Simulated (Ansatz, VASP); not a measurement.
One calculation of Cu, two programs

The input INCAR:

```
PREC = Accurate ; ENCUT = 520
EDIFF = 1E-6 ; ISMEAR = -1
SIGMA = 0.05 ; LREAL = False
LASPH = True ; NELM = 100
ALGO = Fast ; ISIF = 2
LWAVE = False ; LCHARG = True
GGA = PS ; LELF = True
LVHAR = True ; NBANDS = 18
```

File KPOINTS:

```
regular mesh
0
Gamma
  9 9 9
```

Contents of POSCAR:

```
Cu
1.0
    1.2184636900     -3.9763780104      0.0000000000
    1.2184636900      3.9763780104      0.0000000000
    0.0000000000      0.0000000000      2.5745153444
Cu
2
Direct
    0.8661333500      0.1338666500      0.7500000000
    0.1338666500      0.8661333500      0.2500000000
```

Contents of input.yaml:

```yaml
crystal:
  lattice:
    - [1.21846369, -3.9763780104, 0.0]
    - [1.21846369, 3.9763780104, 0.0]
    - [0.0, 0.0, 2.5745153444]
  atoms:
    - { symbol: Cu, position: [0.86613335, 0.13386665, 0.75] }
    - { symbol: Cu, position: [0.13386665, 0.86613335, 0.25] }
hamiltonian:
  xc: pbesol
  pseudopotentials: { kind: paw }
kpoints:
  mp_grid: { grid: [9, 9, 9] }
scf:
  occupations: { method: fermi_dirac, width: 0.05 }
output:
  forces: true
  stress: true
  eigenvalues: true
```

Alike in both runs: task single point; functional PBEsol; k mesh 9 × 9 × 9; occupations fermi-dirac, width 0.05 eV; no spin polarisation.

|  | VASP | Ansatz |
| --- | --- | --- |
| version | VASP 6.6.1 | Ansatz 0.2.0 |
| potentials or method | VASP PAW PBE potentials, release 64 (Cu) | Ansatz PAW |
| plane-wave cutoff (eV) | 520 | 420 |
| valence electrons in the cell | 22 | 38 |

Ansatz gave:

| Property | Result |
| --- | --- |
| gap on the k mesh at the Fermi level (eV) | none |
| pressure (GPa) | -6.5 |
| traceless stress, the component that is largest in VASP (GPa) | 4.41 |
| rms of the force components (eV/Å) | 0.023 |

Estimate VASP's values.

gap on the k mesh at the Fermi level (eV): none; pressure (GPa): -5.6; traceless stress, the component that is largest in VASP (GPa): 4.33; rms of the force components (eV/Å): 0.020.

VASP's potentials were made for PBE, not for PBEsol. Atom by atom the forces differ by 0.003 eV/Å (rms over components). A gap of «none» marks a metal or a gap that the smearing closes. The functional is the same, so the differences come from potentials, cutoffs and numerics. VASP's potentials hold 22 valence electrons a cell and Ansatz's 38, so a difference there can come from the potentials and not from the codes.
